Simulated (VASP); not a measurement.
Here is a VASP 6.6.1 calculation.

INCAR

```
  PREC = Accurate
  ENCUT = 520
  EDIFF = 1E-6
  ISMEAR = 0
  SIGMA = 0.01
  LREAL = F
  LASPH = T
  NELM = 100
  ALGO = Normal
  ISIF = 2
  LWAVE = F
  LCHARG = F
  NBANDS = 14
```

The input KPOINTS:

```
regular mesh
0
Gamma
  6 6 6
```

File POSCAR:

```
NaI
1.0
    0.0000000000      3.1310871851      3.1310871851
    3.1310871851      0.0000000000      3.1310871851
    3.1310871851      3.1310871851      0.0000000000
Na I
1 1
Direct
    0.0000000000      0.0000000000      0.0000000000
    0.5000000000      0.5000000000      0.5000000000
```

Potentials or basis: VASP PAW LDA potentials, release 64 (Na_pv, I).

Command:

```sh
$ cat potpaw_LDA.64/Na_pv/POTCAR potpaw_LDA.64/I/POTCAR > POTCAR
$ mpirun -np 1 vasp_std > vasp.out
```

**Question.** Estimate the band gap on the k mesh.

**Answer.** 3.63 eV, direct.

**Question.** What does it give for the pressure?

**Answer.** 0.0 GPa.

Caveat: spin-orbit coupling is left out, which moves the levels of the heavy elements.
